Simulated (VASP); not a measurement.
# Be (P6/mmm) in VASP: further runs

Runs on Be. Level: PBE. Tasks: single point.

Program: VASP 6.6.1. These are calculated values, not measurements. Logs are shortened: lines on timing, memory, paths and dates and some standing lists are left out, and cuts for length are marked.

## 1. The cell of the first run

It takes space group P6/mmm (No. 191, hexagonal). The conventional cell has a = 2.765 Å, b = 2.765 Å, c = 1.644 Å, α = 90.00°, β = 90.00°, γ = 120.00°. Within 2.2 Å of Be (site symmetry 6/mmm) lie 14 Be at 1.64 to 1.80 Å. Be (site symmetry -6m2) has 11 Be at 1.60 to 1.80 Å within 2.1 Å.

## 2. Single point, PBE

Input file INCAR:

```
SYSTEM = Be
PREC     = Accurate       ! precision mode
ENCUT    = 520            ! plane-wave cutoff, eV
EDIFF    = 1E-7           ! SCF threshold, eV
ISMEAR   = -1             ! smearing method
SIGMA    = 0.08           ! smearing width, eV
LREAL    = .FALSE.        ! projectors in reciprocal space
LASPH    = .TRUE.         ! aspherical terms in the spheres
NELM     = 60             ! most SCF steps
ALGO     = Normal         ! electronic algorithm
ISIF     = 2              ! what is computed and relaxed
LWAVE    = .FALSE.        ! write WAVECAR
LCHARG   = .FALSE.        ! write CHGCAR
GGA      = PE             ! functional
NBANDS   = 10             ! bands
```

Input file KPOINTS:

```
Automatic mesh
0
G
  10 10 14
  0 0 0
```

Input file POSCAR:

```
Be
1.0
    2.7652558227      0.0000000000      0.0000000000
   -1.3826279113      2.3947817904      0.0000000000
    0.0000000000      0.0000000000      1.6442940202
Be
3
Direct
    0.0000000000      0.0000000000      0.0000000000
    0.3333333333      0.6666666667      0.5000000000
    0.6666666667      0.3333333333      0.5000000000
```

Potentials or basis: VASP PAW PBE potentials, release 64 (Be).

On the command line:

```bash
> cat potpaw_PBE.64/Be/POTCAR > POTCAR
> mpirun -np 1 vasp_std > vasp.out
```

OUTCAR:

```text
SYSTEM = Be
   PREC = Accurate
   ENCUT = 520
   EDIFF = 1E-7
   ISMEAR = -1
   LREAL = .FALSE.
   LASPH = .TRUE.
   NELM = 60
   ISIF = 2
   GGA = PE

 ion  position               nearest neighbor table
   1  0.000  0.000  0.000-   2 1.80   3 1.80   2 1.80   3 1.80   2 1.80   2 1.80   3 1.80   3 1.80
                             3 1.80   3 1.80   2 1.80   2 1.80
   2  0.333  0.667  0.500-   3 1.60   3 1.60   3 1.60   1 1.80   1 1.80   1 1.80   1 1.80   1 1.80
                             1 1.80   3 2.29   3 2.29   3 2.29   3 2.29   3 2.29   3 2.29
   3  0.667  0.333  0.500-   2 1.60   2 1.60   2 1.60   1 1.80   1 1.80   1 1.80   1 1.80   1 1.80
                             1 1.80   2 2.29   2 2.29   2 2.29   2 2.29   2 2.29   2 2.29

  LATTYP: Found a hexagonal cell.
 ALAT       =     2.7652558227
 C/A-ratio  =     0.5946263657

  Lattice vectors:

 A1 = (   2.7652558227,   0.0000000000,   0.0000000000)
 A2 = (  -1.3826279113,   2.3947817904,   0.0000000000)
 A3 = (   0.0000000000,   0.0000000000,   1.6442940202)

Analysis of symmetry for initial positions (statically):
=====================================================================
 Subroutine PRICEL returns:
 Original cell was already a primitive cell.

 Routine SETGRP: Setting up the symmetry group for a
 hexagonal supercell.

 Subroutine GETGRP returns: Found 24 space group operations
 (whereof 24 operations were pure point group operations)
 out of a pool of 24 trial point group operations.

The static configuration has the point symmetry D_6h.

Analysis of symmetry for dynamics (positions and initial velocities):
=====================================================================
 Subroutine PRICEL returns:
 Original cell was already a primitive cell.

 Routine SETGRP: Setting up the symmetry group for a
 hexagonal supercell.

 Subroutine GETGRP returns: Found 24 space group operations
 (whereof 24 operations were pure point group operations)
 out of a pool of 24 trial point group operations.

The dynamic configuration has the point symmetry D_6h.

 Subroutine INISYM returns: Found 24 space group operations
 (whereof 24 operations are pure point group operations),
 and found     1 'primitive' translations

----------------------------------------------------------------------------------------

                                     Primitive cell

  volume of cell :      10.8888

  direct lattice vectors                    reciprocal lattice vectors
     2.765255823  0.000000000  0.000000000     0.361630194  0.208787290  0.000000000
    -1.382627911  2.394781790  0.000000000     0.000000000  0.417574580  0.000000000
     0.000000000  0.000000000  1.644294020     0.000000000  0.000000000  0.608163739

  length of vectors
     2.765255823  2.765255823  1.644294020     0.417574580  0.417574580  0.608163739

  position of ions in fractional coordinates (direct lattice)
     0.000000000  0.000000000  0.000000000
     0.333333333  0.666666667  0.500000000
     0.666666667  0.333333333  0.500000000

  ion indices of the primitive-cell ions
   primitive index   ion index
                 1           1
                 2           2
                 3           3

----------------------------------------------------------------------------------------

 KPOINTS: Automatic mesh

Automatic generation of k-mesh.
 Grid dimensions read from file:
 generate k-points for:   10   10   14

 Generating k-lattice:

  Cartesian coordinates                     Fractional coordinates (reciprocal lattice)
     0.036163019  0.020878729  0.000000000     0.100000000 -0.000000000  0.000000000
     0.000000000  0.041757458  0.000000000     0.000000000  0.100000000  0.000000000
     0.000000000  0.000000000  0.043440267     0.000000000  0.000000000  0.071428571

  Length of vectors
     0.041757458  0.041757458  0.043440267

  Shift w.r.t. Gamma in fractional coordinates (k-lattice)
     0.000000000  0.000000000  0.000000000

 Subroutine IBZKPT returns following result:
 ===========================================

 Found    112 irreducible k-points:

 Following reciprocal coordinates:
            Coordinates               Weight
  0.000000  0.000000  0.000000      1.000000
  0.100000  0.000000  0.000000      6.000000
  0.200000  0.000000  0.000000      6.000000
  0.300000 -0.000000  0.000000      6.000000
  0.400000  0.000000  0.000000      6.000000
  0.500000  0.000000  0.000000      3.000000
[... 16 lines left out ...]
  0.300000  0.100000  0.071429     24.000000
  0.400000  0.100000  0.071429     24.000000
 [... further k-points ...]
   k-points           NKPTS =    112   k-points in BZ     NKDIM =    112   number of bands    NBANDS=     10
   number of dos      NEDOS =    301   number of ions     NIONS =      3
   total plane-waves  NPLWV =   6912
   dimension x,y,z NGX =    24 NGY =   24 NGZ =   12
   dimension x,y,z NGXF=    48 NGYF=   48 NGZF=   24
   ions per type =               3
   NGX,Y,Z   is equivalent  to a cutoff of  14.43, 14.43, 12.13 a.u.
   NGXF,Y,Z  is equivalent  to a cutoff of  28.86, 28.86, 24.27 a.u.
 SYSTEM =  Be
   PREC   = accura    normal or accurate (medium, high low for compatibility)
   ISTART =      0    job   : 0-new  1-cont  2-samecut
   ICHARG =      2    charge: 1-file 2-atom 10-const
   ISPIN  =      1    spin polarized calculation?
   LNONCOLLINEAR =      F non collinear calculations
   LSORBIT =      F    spin-orbit coupling
   LASPH  =      T    aspherical Exc in radial PAW
   ENCUT  =  520.0 eV  38.22 Ry    6.18 a.u.   5.14  5.14  3.06*2*pi/ulx,y,z
   NELM   =     60;   NELMIN=  2; NELMDL= -5     # of ELM steps
   EDIFF  = 0.1E-06   stopping-criterion for ELM
   LREAL  =      F    real-space projection
   EDIFFG = 0.1E-05   stopping-criterion for IOM
   NSW    =      0    number of steps for IOM
   IBRION =     -1    ionic relax: 0-MD 1-quasi-New 2-CG
   NFREE  =      0    steps in history (QN), initial steepest desc. (CG)
   ISIF   =      2    stress and relaxation
   ISYM   =      2    0-nonsym 1-usesym 2-fastsym
   POTIM  = 0.5000    time-step for ionic-motion
   TEBEG  =    0.0;   TEEND  =   0.0 temperature during run
   PSTRESS=    0.0 pullay stress
   NELECT =       6.0000    total number of electrons
   NUPDOWN=      -1.0000    fix difference up-down
   EMIN   =  10.00;   EMAX   =-10.00  energy-range for DOS
   EFERMI =   0.00;   METHOD = LEGACY
   ISMEAR =    -1;   SIGMA  =   0.08  broadening in eV -4-tet -1-fermi 0-gaus
   EFERMI_NEDOS =   21; number of points for ismear=-14 and -15
   IALGO  =     38    algorithm
   IMIX   =      4    mixing-type and parameters
     AMIX     =   0.40;   BMIX     =  1.00
     AMIX_MAG =   1.60;   BMIX_MAG =  1.00
  volume/ion in A,a.u.               =       3.63        24.49
  Fermi-wavevector in a.u.,A,eV,Ry     =   1.342142  2.536280 24.508774  1.801344
  Thomas-Fermi vector in A             =   2.470319
   LORBIT       =      0    0 simple, 1 ext, 2 COOP (PROOUT), +10 PAW based schemes
   GGA     = PE    functional components
   LHFCALC =     F    Hartree Fock is set to
   AEXX    =    0.0000 exact exchange contribution
   IVDW    =     0    specifies the selected vdW correction
   LEPSILON=     F    determine dielectric tensor
   LRPA    =     F    only Hartree local field effects (RPA)
 non-spin polarized calculation
  energy-cutoff  :      520.00
  volume of cell :       10.89
 maximum number of plane-waves:       306
 NGX is ok and might be reduce to    24

 number of electron       6.0000000 magnetization

 Free energy of the ion-electron system (eV)
  ---------------------------------------------------
  ext. energy  EPLUGINS =         0.00000000
  ---------------------------------------------------
  free energy    TOTEN  =        -2.80689544 eV

  energy without entropy =       -2.80420745  energy(sigma->0) =       -2.80555145

 E-fermi :  16.7215     XC(G=0): -13.4864

 val. band max:       16.7092031799   @ k =   0.1000   0.0000   0.0714
 cond. band min:      16.8588736811   @ k =   0.5000   0.0000   0.4286
 fundamental gap:      0.1496705012
 Fermi energy:        16.7214983821

 k-point     1 :       0.0000    0.0000    0.0000
  band No.  band energies     occupation
      1       0.0594      2.00000
      2      13.4549      2.00000
      3      13.4549      2.00000
      4      13.7649      2.00000
      5      13.7649      2.00000
      6      29.7494      0.00000
      7      31.2851      0.00000
      8      37.5974      0.00000
      9      52.0526      0.00000
     10      52.0526      0.00000

 k-point     2 :       0.1000    0.0000    0.0000
  band No.  band energies     occupation
      1       0.1796      2.00000
      2      11.0517      2.00000
      3      11.2910      2.00000
      4      16.0962      1.99919
      5      16.4364      1.94487
      6      30.2516      0.00000
      7      31.5817      0.00000
      8      37.8392      0.00000
      9      50.6047      0.00000
     10      51.0385      0.00000

 k-point     3 :       0.2000    0.0000    0.0000
  band No.  band energies     occupation
      1       0.5441      2.00000
      2       8.6571      2.00000
      3       9.4905      2.00000
      4      18.1707      0.00000
      5      19.7573      0.00000
      6      31.6882      0.00000
      7      32.6055      0.00000
      8      38.5620      0.00000
      9      47.5900      0.00000
     10      47.7542      0.00000

 k-point     4 :       0.3000   -0.0000    0.0000
  band No.  band energies     occupation
      1       1.1631      2.00000
      2       6.5325      2.00000
      3       8.2022      2.00000
      4      19.5862      0.00000
      5      23.5703      0.00000
      6      33.4302      0.00000
      7      34.9702      0.00000
      8      39.7571      0.00000
      9      42.9006      0.00000
     10      44.1941      0.00000
[... 222 lines left out ...]
 k-point    22 :       0.2000    0.1000    0.0714
  band No.  band energies     occupation
      1       1.0549      2.00000
      2       7.7485      2.00000
      3       8.5023      2.00000
      4      19.9542      0.00000
      5      21.6978      0.00000
      6      31.5985      0.00000
      7      33.0667      0.00000
      8      39.3362      0.00000
      9      43.7130      0.00000
     10      47.0176      0.00000

 k-point    23 :       0.3000    0.1000    0.0714
  band No.  band energies     occupation
      1       1.8163      2.00000
      2       5.8313      2.00000
      3       7.5641      2.00000
      4      20.8349      0.00000
      5      25.4487      0.00000
      6      33.9181      0.00000
      7      35.7890      0.00000
      8      38.4477      0.00000
      9      40.5454      0.00000
     10      43.8301      0.00000

 k-point    24 :       0.4000    0.1000    0.0714
  band No.  band energies     occupation
      1       2.8559      2.00000
      2       4.1957      2.00000
      3       7.0870      2.00000
      4      21.2146      0.00000
      5      29.6164      0.00000
      6      34.0185      0.00000
      7      36.4507      0.00000
      8      39.1506      0.00000
      9      39.2645      0.00000
     10      41.7463      0.00000

 [... further k-points ...]
[... 5 lines left out ...]
  --------------------------------------------------------------------------------------
  -------------------------------------------------------------------------------------
  Total       23.5975175     23.5975175     23.5929308      0.0000000     -0.0000000      0.0000000
  in kB     3472.1314611   3472.1314611   3471.4565689      0.0000001     -0.0000000      0.0000000
  external PRESSURE =    3471.9064971 kB  Pullay stress =       0.0000000 kB

 VOLUME and BASIS-vectors are now :
 -----------------------------------------------------------------------------
  energy-cutoff  :      520.00
  volume of cell :       10.89
      direct lattice vectors                 reciprocal lattice vectors
     2.765255823  0.000000000  0.000000000     0.361630194  0.208787290  0.000000000
    -1.382627911  2.394781790  0.000000000     0.000000000  0.417574580  0.000000000
     0.000000000  0.000000000  1.644294020     0.000000000  0.000000000  0.608163739

 POSITION                                       TOTAL-FORCE (eV/Angst)
 -----------------------------------------------------------------------------------
      0.00000      0.00000      0.00000         0.000000      0.000000      0.000000
     -0.00000      1.59652      0.82215        -0.000000      0.000000     -0.000000
      1.38263      0.79826      0.82215         0.000000      0.000000      0.000000
 -----------------------------------------------------------------------------------
    total drift:                               -0.000000      0.000000     -0.000000

  FREE ENERGIE OF THE ION-ELECTRON SYSTEM (eV)
  ---------------------------------------------------
  free  energy   TOTEN  =        -2.8068954445 eV

  energy  without entropy=       -2.8042074530  energy(sigma->0) =       -2.80555145
```

It took 22 s on 1 thread of AMD EPYC 7R13, shared host; peak memory 0.09 GiB.

Results:

```
Free energy            : -2.8069 eV
Pressure               : 347.2 GPa
Band gap on the k mesh : zero (band 3 reaches 23.55 eV, above the bottom of band 4 at 13.76 eV)
```

## 3. Single point, PBE

Input file INCAR:

```
PREC     = Accurate       # precision mode
ENCUT    = 520            # plane-wave cutoff, eV
EDIFF    = 1E-6           # SCF threshold, eV
ISMEAR   = -1             # smearing method
SIGMA    = 0.08           # smearing width, eV
LREAL    = F              # projectors in reciprocal space
LASPH    = T              # aspherical terms in the spheres
NELM     = 100            # most SCF steps
ALGO     = Normal         # electronic algorithm
ISIF     = 2              # what is computed and relaxed
LWAVE    = F              # write WAVECAR
LCHARG   = T              # write CHGCAR
GGA      = PE             # functional
LELF     = T              # ELF
LVHAR    = T            
NBANDS   = 10             # bands
```

Input file KPOINTS:

```
Automatic mesh
0
Gamma
  10 10 14
```

Edit POSCAR of step 2 so:

```diff
@@ -3,3 +3,3 @@
     2.7652558227      0.0000000000      0.0000000000
-   -1.3826279113      2.3947817904      0.0000000000
+   -1.3826279114      2.3947817904      0.0000000000
     0.0000000000      0.0000000000      1.6442940202
```

Potentials or basis: VASP PAW PBE potentials, release 64 (Be).

On the command line:

```bash
> cat potpaw_PBE.64/Be/POTCAR > POTCAR
> mpirun -np 1 vasp_std > vasp.out
```

Wall time 21 s (1 thread of AMD EPYC 7R13, shared host); peak memory 0.09 GiB.

Results (log left out):

```
Free energy            : -2.8069 eV
Pressure               : 347.2 GPa
Band gap on the k mesh : zero (band 3 reaches 23.55 eV, above the bottom of band 4 at 13.76 eV)
```

Levels at points of the mesh, in eV from the Fermi level:
```tsv
k point	band 1	band 2	band 3	band 4	band 5	band 6	band 7
(0.00, 0.00, 0.00)	-16.66	-3.27	-3.27	-2.96	-2.96	13.03	14.56
(0.50, 0.00, 0.00)	-13.54	-13.44	-9.55	3.85	15.71	16.00	21.07
(0.00, 0.00, 0.50)	-10.95	-7.69	6.83	6.83	6.98	10.01	10.01
(0.50, 0.00, 0.50)	-8.24	-7.50	-3.10	2.34	2.55	5.75	12.51
```

## 4. Single point, PBE

Input file INCAR:

```
SYSTEM = Be
  PREC = Accurate
  ENCUT = 520
  EDIFF = 1E-7
  ISMEAR = -1
  SIGMA = 0.08
  LREAL = .FALSE.
  LASPH = .TRUE.
  NELM = 100
  ALGO = Normal
  ISIF = 2
  LWAVE = .FALSE.
  LCHARG = .FALSE.
  GGA = PE
  NBANDS = 10
```

Input file KPOINTS:

```
Automatic mesh
0
G
  10 10 14
  0 0 0
```

POSCAR is that of step 3.

On the command line:

```bash
> cat potpaw_PBE.64/Be/POTCAR > POTCAR
> mpirun -np 1 vasp_std > vasp.out
```

Run time: 24 s. Hardware: 1 thread of AMD EPYC 7R13, shared host; peak memory 0.09 GiB.

The run converged. Its results:

| Item | Value |
| --- | --- |
| Free energy | -2.8069 eV |
| Pressure | 347.2 GPa |
| Band gap on the k mesh | zero (band 3 reaches 23.55 eV, above the bottom of band 4 at 13.76 eV) |

Levels at points of the mesh, in eV from the Fermi level:
```tsv
k point	band 1	band 2	band 3	band 4	band 5	band 6	band 7	band 8
(0.00, 0.00, 0.00)	-16.66	-3.27	-3.27	-2.96	-2.96	13.03	14.56	20.88
(0.50, 0.00, 0.00)	-13.54	-13.44	-9.55	3.85	15.71	16.00	21.07	21.31
(0.00, 0.00, 0.50)	-10.95	-7.69	6.83	6.83	6.98	10.01	10.01	11.25
(0.50, 0.00, 0.50)	-8.24	-7.50	-3.10	2.34	2.55	5.75	12.51	13.89
```
